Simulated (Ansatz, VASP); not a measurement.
## One calculation of Ti, two programs

File INCAR:

```
SYSTEM = Ti
ALGO = Normal
EDIFF = 1E-7
ENCUT = 520
GGA = RP
ISIF = 2
ISMEAR = -1
LASPH = .TRUE.
LCHARG = .FALSE.
LREAL = .FALSE.
LWAVE = .FALSE.
NBANDS = 12
NELM = 80
PREC = Accurate
SIGMA = 0.1
```

Contents of KPOINTS:

```
k-points
0
G
  15 15 15
  0 0 0
```

File POSCAR:

```
Ti
1.0
   -1.6685900552      1.6685900552      1.6685900552
    1.6685900552     -1.6685900552      1.6685900552
    1.6685900552      1.6685900552     -1.6685900552
Ti
1
Direct
    0.0000000000      0.0000000000      0.0000000000
```

Input for Ansatz:

```yaml
crystal:
  lattice:
    - [-1.6685900552, 1.6685900552, 1.6685900552]
    - [1.6685900552, -1.6685900552, 1.6685900552]
    - [1.6685900552, 1.6685900552, -1.6685900552]
  atoms:
    - { symbol: Ti, position: [0.0, 0.0, 0.0] }
hamiltonian:
  xc: rpbe
  pseudopotentials:
    kind: paw
    azcp:
      Ti: "pseudopotentials/Ti.paw.azcp"
basis:
  ecutwfc: 420
  fft_grid_basis: typed
kpoints:
  mp_grid: { grid: [15, 15, 15], shift: [0, 0, 0] }
magnetization:
  spin_polarized: false
scf:
  occupations: { method: fermi_dirac, width: 0.1 }
  lower_state_search: "off"
output:
  stress: true
```

Alike in both runs: task single point; functional RPBE; k mesh 15 × 15 × 15; occupations fermi-dirac, width 0.1 eV; no spin polarisation.

```csv
,VASP,Ansatz
version,VASP 6.6.1,Ansatz 0.2.0
potentials or method,"VASP PAW PBE potentials, release 64 (Ti_sv), cutoff 520 eV","plane waves (420 eV) with PAW, scalar-relativistic"
valence electrons in the cell,12,12
```

Ansatz gave:

* pressure (GPa): -3.6

Question: What did VASP give for the same quantities?

Answer: Pressure (GPa): -3.8.

VASP's potentials were made for PBE, not for RPBE.
